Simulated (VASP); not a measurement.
A run of VASP 6.6.1 is set up as follows.

File INCAR:

```
PREC     = Accurate       # precision mode
ENCUT    = 520            # plane-wave cutoff, eV
EDIFF    = 1E-7           # SCF threshold, eV
ISMEAR   = 0              # smearing method
SIGMA    = 0.1            # smearing width, eV
LREAL    = F              # projectors in reciprocal space
LASPH    = T              # aspherical terms in the spheres
NELM     = 60             # most SCF steps
ALGO     = Normal         # electronic algorithm
ISIF     = 2              # what is computed and relaxed
LWAVE    = F              # write WAVECAR
LCHARG   = T              # write CHGCAR
GGA      = PE             # functional
LELF     = T              # ELF
LVHAR    = T            
NBANDS   = 10             # bands
```

The input KPOINTS:

```
regular mesh
0
Gamma
  10 10 10
```

POSCAR

```
B
1.0
   -2.2433945674      2.2433945674      0.7975212630
    2.2433945674     -2.2433945674      0.7975212630
    2.2433945674      2.2433945674     -0.7975212630
B
2
Direct
    0.0000000000      0.0000000000      0.0000000000
    0.7500000000      0.2500000000      0.5000000000
```

Potentials or basis: VASP PAW PBE potentials, release 64 (B).

Command:

```bash
$ cat potpaw_PBE.64/B/POTCAR > POTCAR
$ mpirun -np 1 vasp_std > vasp.out
```

(1) Estimate the pressure.

(2) What does it give for the band gap on the k mesh?

## Answers

(1) 0.1 GPa.

(2) zero (band 3 reaches 9.91 eV, above the bottom of band 4 at -2.17 eV).

Caveat: the k points lie up to 0.42 Å⁻¹ apart.
